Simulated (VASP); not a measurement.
Write the native input for VASP 6.6.1 that does the following.

```yaml
Task: single point
Functional: LDA
Potentials_or_basis: VASP PAW LDA potentials, release 64 (Mg, Li_sv, H)
Cutoff: 520 eV
k_mesh: 6 × 6 × 1
Occupations: gaussian, width 0.1 eV
Spin: no spin polarisation
Dipole_correction: yes
Further_INCAR_settings: ALGO = Normal; EDIFF = 1e-06; NBANDS = 21
```

The structure of LiMg3H lies in POSCAR:

```
LiMg3H
1.0
    4.8660176781      0.0000000000      0.0000000000
    0.0000000000      4.8660176781      0.0000000000
    0.0000000000      0.0000000000     23.2191483141
Mg Li H
6 2 2
Direct
    0.5000000000      0.0000000000      0.1722716073
    0.0000000000      0.5000000000      0.1722716073
    0.5000000000      0.5000000000      0.2463654985
    0.0000000000      0.5000000000      0.3211712586
    0.5000000000      0.0000000000      0.3211712586
    0.0000000000      0.0000000000      0.3956393742
    0.0000000000      0.0000000000      0.2463654985
    0.5000000000      0.5000000000      0.3970493745
    0.2500000000      0.6832102714      0.4715568446
    0.2500000000      0.8167897286      0.4715568446
```

These files were run (other wordings do the same):

INCAR

```
SYSTEM = LiMg3H
PREC = Accurate ; ENCUT = 520
EDIFF = 1E-6 ; ISMEAR = 0
SIGMA = 0.1 ; LREAL = .FALSE.
LASPH = .TRUE. ; NELM = 60
ALGO = Normal ; ISIF = 2
LWAVE = .FALSE. ; LCHARG = .TRUE.
LDIPOL = .TRUE. ; IDIPOL = 3
DIPOL = 0.5 0.5 0.322 ; GGA = CA
LELF = .TRUE. ; LVHAR = .TRUE.
LVACPOTAV = .TRUE. ; NBANDS = 21
```

KPOINTS

```
regular mesh
0
G
  6 6 1
  0 0 0
```

Potentials or basis: VASP PAW LDA potentials, release 64 (Mg, Li_sv, H).

The run is started by

```bash
$ cat potpaw_LDA.64/Mg/POTCAR potpaw_LDA.64/Li_sv/POTCAR potpaw_LDA.64/H/POTCAR > POTCAR
$ mpirun -np 1 vasp_std > vasp.out
```

Results of the run:

The largest force is 6.050 eV/Å. The band gap on the k mesh is zero (band 10 reaches -0.51 eV, above the bottom of band 11 at -2.43 eV).

Wall time 6 min on 1 thread of Intel(R) Xeon(R) Platinum 8488C (Sapphire Rapids) (shared host), peak memory 0.53 GiB.
